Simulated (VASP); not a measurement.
## Si: relaxation of the atoms with PBE

The system is Si.

```
Si
1.0
     0.00000    2.71356    2.71356
     2.71356    0.00000    2.71356
     2.71356    2.71356    0.00000
Si
2
Direct
  0.75000 0.75000 0.75000
  0.50000 0.50000 0.50000
```

| Property | Result |
| --- | --- |
| Program | VASP 6.6.1 |
| Task | relaxation of the atoms |
| Functional | PBE |
| Potentials or basis | VASP PAW PBE potentials, release 64 (Si) |
| Cutoff | 520 eV |
| k mesh | 10 × 10 × 10 |
| Occupations | gaussian, width 0.01 eV |
| Spin | no spin polarisation |
| Dipole correction | no |
| Further INCAR settings | ALGO = Normal; EDIFF = 1e-06; IBRION = 2; EDIFFG = -0.002; NSW = 80 |

```json
{"Pressure after relaxing": "2.1 GPa", "Band gap on the k mesh": "0.58 eV (least direct gap 2.57 eV)"}
```

Final structure:
```
Si
1.0
     0.00000    2.71356    2.71356
     2.71356    0.00000    2.71356
     2.71356    2.71356    0.00000
Si
2
Direct
  0.75000 0.75000 0.75000
  0.50000 0.50000 0.50000
```

Levels at points of the mesh, in eV from the valence-band top:
| k point | band 2 | band 3 | band 4 | band 5 | band 6 | band 7 |
| --- | --- | --- | --- | --- | --- | --- |
| (0.00, 0.00, 0.00) | 0.00 | 0.00 | 0.00 | 2.57 | 2.57 | 2.57 |
| (0.50, 0.00, 0.00) | -6.97 | -1.20 | -1.20 | 1.55 | 3.34 | 3.34 |
| (0.50, 0.50, 0.00) | -7.82 | -2.85 | -2.85 | 0.71 | 0.71 | 10.13 |

Run time: 25 s on 1 thread of Intel Xeon 8259CL (shared host), peak memory 0.16 GiB.

Caveat: the relaxation stopped at its first step, so nothing moved. A k mesh can miss the band edges.
